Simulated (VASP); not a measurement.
Wanted: the native input for a VASP 6.6.1 run.

```yaml
Task: single point
Functional: BLYP
Potentials_or_basis: VASP PAW PBE potentials, release 64 (Sn_d)
Cutoff: 520 eV
k_mesh: 13 × 13 × 13
Occupations: fermi-dirac, width 0.1 eV
Spin: no spin polarisation
Dipole_correction: no
Further_INCAR_settings: ALGO = Normal; EDIFF = 1e-06; NBANDS = 13
```

The structure of Sn lies in POSCAR:

```
Sn
1.0
   -1.9698513872      1.9698513872      1.9698513872
    1.9698513872     -1.9698513872      1.9698513872
    1.9698513872      1.9698513872     -1.9698513872
Sn
1
Direct
    0.0000000000      0.0000000000      0.0000000000
```

This isn't the form of Sn at room conditions, which is tetragonal (white tin).

These files were run (other wordings do the same):

INCAR

```
  PREC = Accurate
  ENCUT = 520
  EDIFF = 1E-6
  ISMEAR = -1
  SIGMA = 0.1
  LREAL = False
  LASPH = True
  NELM = 100
  ALGO = Normal
  ISIF = 2
  LWAVE = False
  LCHARG = False
  GGA = B5
  ALDAX = 1.0
  AGGAX = 1.0
  AGGAC = 1.0
  ALDAC = 0.0
  NBANDS = 13
```

KPOINTS

```
regular mesh
0
Gamma
  13 13 13
```

Potentials or basis: VASP PAW PBE potentials, release 64 (Sn_d).

The run is started by

```console
$ cat potpaw_PBE.64/Sn_d/POTCAR > POTCAR
$ mpirun -np 1 vasp_std > vasp.out
```

It gave:

| Quantity | Value |
| --- | --- |
| Pressure | 0.1 GPa |
| Band gap on the k mesh | zero (bands 7 and 8 overlap by 8.58 eV) |

Caveat: the PAW data sets were made with another functional, which shifts forces and pressure a little; spin-orbit coupling is left out, which moves the levels of the heavy elements.

Wall time 35 s on 1 thread of Intel(R) Xeon(R) Platinum 8259CL CPU @ 2.50GHz (Skylake/Cascade Lake), on a shared host, peak memory 0.17 GiB.
